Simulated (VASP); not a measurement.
# CuSn (P6_3/mmc) in VASP: notebook

Runs on CuSn. Level: LDA. Tasks: single point, relaxation of shape and atoms at fixed volume.

All numbers are computed with VASP 6.6.1; they aren't measurements. Logs are shortened: lines on timing, memory, paths and dates and some standing lists are left out, and cuts for length are marked.

**1. The cell of the first run**

It takes space group P6_3/mmc (No. 194, hexagonal). The conventional cell has a = 4.074 Å, b = 4.074 Å, c = 4.928 Å, α = 90.00°, β = 90.00°, γ = 120.00°. Within 3.3 Å of Cu (site symmetry -3m) lie 2 Cu at 2.46 Å and 6 Sn at 2.66 Å. Sn (site symmetry -6m2) has 6 Cu at 2.66 Å and 6 Sn at 3.41 Å within 3.5 Å.

**2. Single point, LDA**

INCAR

```
SYSTEM = CuSn
  ALGO = Fast
  EDIFF = 1E-7
  ENCUT = 520
  ISIF = 2
  ISMEAR = -1
  LASPH = .TRUE.
  LCHARG = .FALSE.
  LREAL = .FALSE.
  LWAVE = .FALSE.
  NBANDS = 33
  NELM = 80
  PREC = Accurate
  SIGMA = 0.15
```

KPOINTS

```
k-points
0
G
  12 12 8
  0 0 0
```

POSCAR

```
CuSn
1.0
    4.0740045700      0.0000000000      0.0000000000
   -2.0370022850      3.5281914528      0.0000000000
    0.0000000000      0.0000000000      4.9279734014
Cu Sn
2 2
Direct
    0.0000000000      0.0000000000      0.0000000000
    0.0000000000      0.0000000000      0.5000000000
    0.3333333333      0.6666666667      0.2500000000
    0.6666666667      0.3333333333      0.7500000000
```

Potentials or basis: VASP PAW LDA potentials, release 64 (Cu, Sn_d).

Started as:

```
cat potpaw_LDA.64/Cu/POTCAR potpaw_LDA.64/Sn_d/POTCAR > POTCAR
mpirun -np 1 vasp_std > vasp.out
```

OUTCAR:

```text
SYSTEM = CuSn
   EDIFF = 1E-7
   ENCUT = 520
   ISIF = 2
   ISMEAR = -1
   LASPH = .TRUE.
   LREAL = .FALSE.
   NELM = 80
   PREC = Accurate

 ion  position               nearest neighbor table
   1  0.000  0.000  0.000-   2 2.46   2 2.46   4 2.66   3 2.66   4 2.66   3 2.66   4 2.66   3 2.66

   2  0.000  0.000  0.500-   1 2.46   1 2.46   4 2.66   3 2.66   4 2.66   3 2.66   4 2.66   3 2.66

   3  0.333  0.667  0.250-   1 2.66   2 2.66   1 2.66   2 2.66   1 2.66   2 2.66   4 3.41   4 3.41
                             4 3.41   4 3.41   4 3.41   4 3.41
   4  0.667  0.333  0.750-   1 2.66   2 2.66   1 2.66   2 2.66   1 2.66   2 2.66   3 3.41   3 3.41
                             3 3.41   3 3.41   3 3.41   3 3.41

  LATTYP: Found a hexagonal cell.
 ALAT       =     4.0740045700
 C/A-ratio  =     1.2096141074

  Lattice vectors:

 A1 = (   4.0740045700,   0.0000000000,   0.0000000000)
 A2 = (  -2.0370022850,   3.5281914528,   0.0000000000)
 A3 = (   0.0000000000,   0.0000000000,   4.9279734014)

Analysis of symmetry for initial positions (statically):
=====================================================================
 Subroutine PRICEL returns:
 Original cell was already a primitive cell.

 Routine SETGRP: Setting up the symmetry group for a
 hexagonal supercell.

 Subroutine GETGRP returns: Found 24 space group operations
 (whereof 12 operations were pure point group operations)
 out of a pool of 24 trial point group operations.

The static configuration has the point symmetry D_3d.
 The point group associated with its full space group is D_6h.

Analysis of symmetry for dynamics (positions and initial velocities):
=====================================================================
 Subroutine PRICEL returns:
 Original cell was already a primitive cell.

 Routine SETGRP: Setting up the symmetry group for a
 hexagonal supercell.

 Subroutine GETGRP returns: Found 24 space group operations
 (whereof 12 operations were pure point group operations)
 out of a pool of 24 trial point group operations.

The dynamic configuration has the point symmetry D_3d.
 The point group associated with its full space group is D_6h.

 Subroutine INISYM returns: Found 24 space group operations
 (whereof 12 operations are pure point group operations),
 and found     1 'primitive' translations

----------------------------------------------------------------------------------------

                                     Primitive cell

  volume of cell :      70.8340

  direct lattice vectors                    reciprocal lattice vectors
     4.074004570  0.000000000  0.000000000     0.245458733  0.141715666  0.000000000
    -2.037002285  3.528191453  0.000000000     0.000000000  0.283431331  0.000000000
     0.000000000  0.000000000  4.927973401     0.000000000  0.000000000  0.202923173

  length of vectors
     4.074004570  4.074004570  4.927973401     0.283431331  0.283431331  0.202923173

  position of ions in fractional coordinates (direct lattice)
     0.000000000  0.000000000  0.000000000
     0.000000000  0.000000000  0.500000000
     0.333333333  0.666666667  0.250000000
     0.666666667  0.333333333  0.750000000

  ion indices of the primitive-cell ions
   primitive index   ion index
                 1           1
                 2           2
                 3           3
                 4           4

----------------------------------------------------------------------------------------

 KPOINTS: k-points

Automatic generation of k-mesh.
 Grid dimensions read from file:
 generate k-points for:   12   12    8

 Generating k-lattice:

  Cartesian coordinates                     Fractional coordinates (reciprocal lattice)
     0.020454894  0.011809639  0.000000000     0.083333333  0.000000000  0.000000000
     0.000000000  0.023619278  0.000000000     0.000000000  0.083333333  0.000000000
     0.000000000  0.000000000  0.025365397     0.000000000  0.000000000  0.125000000

  Length of vectors
     0.023619278  0.023619278  0.025365397

  Shift w.r.t. Gamma in fractional coordinates (k-lattice)
     0.000000000  0.000000000  0.000000000

 Subroutine IBZKPT returns following result:
 ===========================================

 Found     95 irreducible k-points:

 Following reciprocal coordinates:
            Coordinates               Weight
  0.000000  0.000000  0.000000      1.000000
  0.083333 -0.000000  0.000000      6.000000
  0.166667  0.000000  0.000000      6.000000
  0.250000  0.000000  0.000000      6.000000
  0.333333  0.000000  0.000000      6.000000
  0.416667  0.000000  0.000000      6.000000
[... 16 lines left out ...]
  0.250000  0.000000  0.125000     12.000000
  0.333333  0.000000  0.125000     12.000000
 [... further k-points ...]
   k-points           NKPTS =     95   k-points in BZ     NKDIM =     95   number of bands    NBANDS=     33
   number of dos      NEDOS =    301   number of ions     NIONS =      4
   total plane-waves  NPLWV =  36000
   dimension x,y,z NGX =    30 NGY =   30 NGZ =   40
   dimension x,y,z NGXF=    60 NGYF=   60 NGZF=   80
   ions per type =               2   2
   NGX,Y,Z   is equivalent  to a cutoff of  12.24, 12.24, 13.49 a.u.
   NGXF,Y,Z  is equivalent  to a cutoff of  24.48, 24.48, 26.99 a.u.
 SYSTEM =  CuSn
   PREC   = accura    normal or accurate (medium, high low for compatibility)
   ISTART =      0    job   : 0-new  1-cont  2-samecut
   ICHARG =      2    charge: 1-file 2-atom 10-const
   ISPIN  =      1    spin polarized calculation?
   LNONCOLLINEAR =      F non collinear calculations
   LSORBIT =      F    spin-orbit coupling
   LASPH  =      T    aspherical Exc in radial PAW
   ENCUT  =  520.0 eV  38.22 Ry    6.18 a.u.   7.57  7.57  9.16*2*pi/ulx,y,z
   NELM   =     80;   NELMIN=  2; NELMDL= -5     # of ELM steps
   EDIFF  = 0.1E-06   stopping-criterion for ELM
   LREAL  =      F    real-space projection
   EDIFFG = 0.1E-05   stopping-criterion for IOM
   NSW    =      0    number of steps for IOM
   IBRION =     -1    ionic relax: 0-MD 1-quasi-New 2-CG
   NFREE  =      0    steps in history (QN), initial steepest desc. (CG)
   ISIF   =      2    stress and relaxation
   ISYM   =      2    0-nonsym 1-usesym 2-fastsym
   POTIM  = 0.5000    time-step for ionic-motion
   TEBEG  =    0.0;   TEEND  =   0.0 temperature during run
   PSTRESS=    0.0 pullay stress
   NELECT =      50.0000    total number of electrons
   NUPDOWN=      -1.0000    fix difference up-down
   EMIN   =  10.00;   EMAX   =-10.00  energy-range for DOS
   EFERMI =   0.00;   METHOD = LEGACY
   ISMEAR =    -1;   SIGMA  =   0.15  broadening in eV -4-tet -1-fermi 0-gaus
   EFERMI_NEDOS =   21; number of points for ismear=-14 and -15
   IALGO  =     68    algorithm
   IMIX   =      4    mixing-type and parameters
     AMIX     =   0.40;   BMIX     =  1.00
     AMIX_MAG =   1.60;   BMIX_MAG =  1.00
  volume/ion in A,a.u.               =      17.71       119.50
  Fermi-wavevector in a.u.,A,eV,Ry     =   1.457642  2.754544 28.908567  2.124720
  Thomas-Fermi vector in A             =   2.574419
   LORBIT       =      0    0 simple, 1 ext, 2 COOP (PROOUT), +10 PAW based schemes
   GGA     = CA    functional components
   LHFCALC =     F    Hartree Fock is set to
   AEXX    =    0.0000 exact exchange contribution
   IVDW    =     0    specifies the selected vdW correction
   LEPSILON=     F    determine dielectric tensor
   LRPA    =     F    only Hartree local field effects (RPA)
 non-spin polarized calculation
 RMM-DIIS sequential band-by-band and
  energy-cutoff  :      520.00
  volume of cell :       70.83
 maximum number of plane-waves:      1932
   NGX = 15   NGY = 15   NGZ = 19

 number of electron      50.0000016 magnetization

 Free energy of the ion-electron system (eV)
  ---------------------------------------------------
  ext. energy  EPLUGINS =         0.00000000
  ---------------------------------------------------
  free energy    TOTEN  =       -18.66904309 eV

  energy without entropy =      -18.57475698  energy(sigma->0) =      -18.62190004

 E-fermi :   8.8805     XC(G=0): -11.8163

 val. band max:        8.8680161654   @ k =   0.2500   0.0833   0.5000
 cond. band min:       8.9017353749   @ k =   0.2500   0.0000   0.2500
 fundamental gap:      0.0337192095
 Fermi energy:         8.8804659571

 k-point     1 :       0.0000    0.0000    0.0000
  band No.  band energies     occupation
      1     -12.5444      2.00000
      2     -12.5444      2.00000
      3     -12.5076      2.00000
      4     -12.4645      2.00000
      5     -12.4645      2.00000
      6     -12.4576      2.00000
[... 25 lines left out ...]
     32      16.4095      0.00000
     33      16.6278      0.00000

 k-point     2 :       0.0833   -0.0000    0.0000
  band No.  band energies     occupation
      1     -12.5459      2.00000
      2     -12.5433      2.00000
      3     -12.5075      2.00000
      4     -12.4699      2.00000
      5     -12.4640      2.00000
      6     -12.4545      2.00000
[... 25 lines left out ...]
     32      16.1014      0.00000
     33      16.3696      0.00000

 k-point     3 :       0.1667    0.0000    0.0000
  band No.  band energies     occupation
      1     -12.5499      2.00000
      2     -12.5408      2.00000
      3     -12.5086      2.00000
      4     -12.4773      2.00000
      5     -12.4612      2.00000
      6     -12.4482      2.00000
[... 25 lines left out ...]
     32      15.9589      0.00000
     33      16.2434      0.00000

 k-point     4 :       0.2500    0.0000    0.0000
  band No.  band energies     occupation
      1     -12.5550      2.00000
      2     -12.5387      2.00000
      3     -12.5133      2.00000
      4     -12.4792      2.00000
      5     -12.4563      2.00000
      6     -12.4409      2.00000
[... 25 lines left out ...]
     32      15.4902      0.00000
     33      16.4139      0.00000

 k-point     5 :       0.3333    0.0000    0.0000
  band No.  band energies     occupation
      1     -12.5598      2.00000
      2     -12.5386      2.00000
      3     -12.5206      2.00000
      4     -12.4753      2.00000
      5     -12.4509      2.00000
      6     -12.4369      2.00000
[... 604 lines left out ...]
 k-point    22 :       0.1667    0.0000    0.1250
  band No.  band energies     occupation
      1     -12.5484      2.00000
      2     -12.5415      2.00000
      3     -12.5062      2.00000
      4     -12.4739      2.00000
      5     -12.4620      2.00000
      6     -12.4565      2.00000
[... 25 lines left out ...]
     32      15.3753      0.00000
     33      16.3817      0.00000

 k-point    23 :       0.2500    0.0000    0.1250
  band No.  band energies     occupation
      1     -12.5520      2.00000
      2     -12.5398      2.00000
      3     -12.5090      2.00000
      4     -12.4791      2.00000
      5     -12.4573      2.00000
      6     -12.4475      2.00000
[... 25 lines left out ...]
     32      15.7410      0.00000
     33      17.2351      0.00000

 k-point    24 :       0.3333    0.0000    0.1250
  band No.  band energies     occupation
      1     -12.5556      2.00000
      2     -12.5398      2.00000
      3     -12.5148      2.00000
      4     -12.4771      2.00000
      5     -12.4523      2.00000
      6     -12.4404      2.00000
[... 25 lines left out ...]
     32      16.4595      0.00000
     33      17.8151      0.00000

 [... further k-points ...]

------------------------ aborting loop because EDIFF is reached ----------------------------------------

  FORCE on cell =-STRESS in cart. coord.  units (eV):
  Direction    XX          YY          ZZ          XY          YZ          ZX
  --------------------------------------------------------------------------------------
  -------------------------------------------------------------------------------------
  Total        0.1150251      0.1150251      0.1522892     -0.0000000      0.0000000     -0.0000000
  in kB        2.6017227      2.6017227      3.4445912     -0.0000000      0.0000000     -0.0000000
  external PRESSURE =       2.8826789 kB  Pullay stress =       0.0000000 kB

 VOLUME and BASIS-vectors are now :
 -----------------------------------------------------------------------------
  energy-cutoff  :      520.00
  volume of cell :       70.83
      direct lattice vectors                 reciprocal lattice vectors
     4.074004570  0.000000000  0.000000000     0.245458733  0.141715666  0.000000000
    -2.037002285  3.528191453  0.000000000     0.000000000  0.283431331  0.000000000
     0.000000000  0.000000000  4.927973401     0.000000000  0.000000000  0.202923173

 POSITION                                       TOTAL-FORCE (eV/Angst)
 -----------------------------------------------------------------------------------
      0.00000      0.00000      0.00000        -0.000000      0.000000     -0.000000
      0.00000      0.00000      2.46399        -0.000000      0.000000     -0.000000
     -0.00000      2.35213      1.23199         0.000000     -0.000000     -0.000000
      2.03700      1.17606      3.69598        -0.000000      0.000000      0.000000
 -----------------------------------------------------------------------------------
    total drift:                               -0.000000      0.000000     -0.000000

  FREE ENERGIE OF THE ION-ELECTRON SYSTEM (eV)
  ---------------------------------------------------
  free  energy   TOTEN  =       -18.6690430914 eV

  energy  without entropy=      -18.5747569816  energy(sigma->0) =      -18.62190004
```

Wall time 9.6 min (1 thread of Intel Xeon 8259CL, shared host); peak memory 0.3 GiB.

What came out:

```
Free energy            : -18.6690 eV
Pressure               : 0.3 GPa
Band gap on the k mesh : zero (bands 25 and 26 overlap by 4.86 eV)
```

Levels at points of the mesh, in eV from the Fermi level:
| k point | band 21 | band 22 | band 23 | band 24 | band 25 | band 26 | band 27 | band 28 | band 29 | band 30 |
| --- | --- | --- | --- | --- | --- | --- | --- | --- | --- | --- |
| (0.00, 0.00, 0.00) | -3.02 | -3.02 | -1.42 | 1.11 | 1.11 | 2.35 | 2.35 | 3.54 | 4.15 | 6.08 |
| (0.50, 0.00, 0.00) | -3.04 | -3.02 | -2.25 | -1.85 | -1.75 | -0.99 | 0.95 | 3.17 | 4.94 | 5.94 |
| (0.00, 0.00, 0.50) | -3.65 | -3.65 | 2.04 | 2.04 | 2.31 | 2.31 | 2.31 | 2.31 | 4.88 | 4.88 |
| (0.50, 0.00, 0.50) | -3.52 | -3.52 | -3.24 | -3.24 | 0.25 | 0.25 | 1.77 | 1.77 | 6.73 | 6.73 |

Caveat: spin-orbit coupling is left out, which moves the levels of the heavy elements.

**3. Relaxation of shape and atoms at fixed volume, LDA (18.06 Å³/atom)**

This run uses another cell than the first one, of 18.06 Å³/atom.

INCAR

```
PREC = Accurate
ENCUT = 600
EDIFF = 1E-7
ISMEAR = -1
SIGMA = 0.15
LREAL = False
LASPH = True
NELM = 60
ALGO = Fast
ISIF = 4
LWAVE = False
LCHARG = False
GGA = CA
IBRION = 2
NSW = 80
EDIFFG = -0.001
```

KPOINTS

```
Automatic mesh
0
Gamma
  12 12 8
```

POSCAR

```
CuSn
1.0
    4.1009855190      0.0000000000      0.0000000000
   -2.0504927595      3.5515576400      0.0000000000
    0.0000000000      0.0000000000      4.9606099379
Cu Sn
2 2
Direct
    0.0000000000      0.0000000000      0.0000000000
    0.0000000000      0.0000000000      0.5000000000
    0.3333333333      0.6666666667      0.2500000000
    0.6666666667      0.3333333333      0.7500000000
```

Potentials or basis: VASP PAW LDA potentials, release 64 (Cu, Sn_d).

Started as:

```
cat potpaw_LDA.64/Cu/POTCAR potpaw_LDA.64/Sn_d/POTCAR > POTCAR
mpirun -np 1 vasp_std > vasp.out
```

Wall time 12 min (1 thread of Oxide Virtual Turin-like, shared host); peak memory 0.32 GiB.

The run converged. Its results:

| Quantity | Value |
| --- | --- |
| Free energy | -18.6640 eV |
| Energy gained by relaxing | 0.0 meV/atom |
| Ionic steps | 2 |
| Pressure after relaxing | -1.6 GPa |
| Band gap on the k mesh | zero (bands 25 and 26 overlap by 4.77 eV) |

Final structure:
```yaml
crystal:
  lattice:
    - [4.10078, 0.00000, 0.00000]
    - [-2.05039, 3.55138, 0.00000]
    - [0.00000, 0.00000, 4.96110]
  atoms:
    - { symbol: Cu, position: [0.00000, 0.00000, 0.00000] }
    - { symbol: Cu, position: [0.00000, 0.00000, 0.50000] }
    - { symbol: Sn, position: [0.33333, 0.66667, 0.25000] }
    - { symbol: Sn, position: [0.66667, 0.33333, 0.75000] }
```

Levels at points of the mesh, in eV from the Fermi level:
| k point | band 23 | band 24 | band 25 | band 26 | band 27 | band 28 |
| --- | --- | --- | --- | --- | --- | --- |
| (0.00, 0.00, 0.00) | -1.39 | 1.11 | 1.11 | 2.32 | 2.32 | 3.50 |
| (0.50, 0.00, 0.00) | -2.18 | -1.79 | -1.68 | -1.04 | 0.94 | 3.16 |
| (0.00, 0.00, 0.50) | 1.95 | 1.95 | 2.29 | 2.29 | 2.29 | 2.29 |
| (0.50, 0.00, 0.50) | -3.17 | -3.17 | 0.27 | 0.27 | 1.73 | 1.73 |

Caveat: spin-orbit coupling is left out, which moves the levels of the heavy elements.

The gap in the log of VASP goes by the Fermi energy; the results here count the filled bands.